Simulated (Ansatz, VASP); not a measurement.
## TePb: VASP beside Ansatz

```
CELL_PARAMETERS angstrom
4.00229 0.00000 0.00000
0.00000 4.00229 0.00000
0.00000 0.00000 4.00229
ATOMIC_POSITIONS crystal
Pb 0.00000 0.00000 0.00000
Te 0.50000 0.50000 0.50000
```

Alike in both runs: task single point; functional PBE; k mesh 7 × 7 × 7; occupations gaussian, width 0.018 eV; no spin polarisation.

```csv
,VASP,Ansatz
version,VASP 6.6.1,Ansatz 0.2.0
potentials or method,"VASP PAW PBE potentials, release 64 (Pb_d, Te)",Ansatz PAW
plane-wave cutoff (eV),500,420
valence electrons in the cell,20,30
```

```tsv
	VASP	Ansatz	Ansatz less VASP
gap on the k mesh at the Fermi level (eV)	none	none	-
pressure (GPa)	0.1	0.1	+0.05
```

A gap of «none» marks a metal or a gap that the smearing closes. VASP's potentials hold 20 valence electrons a cell and Ansatz's 30, so a difference there can come from the potentials and not from the codes.

Spin-orbit coupling is off throughout.
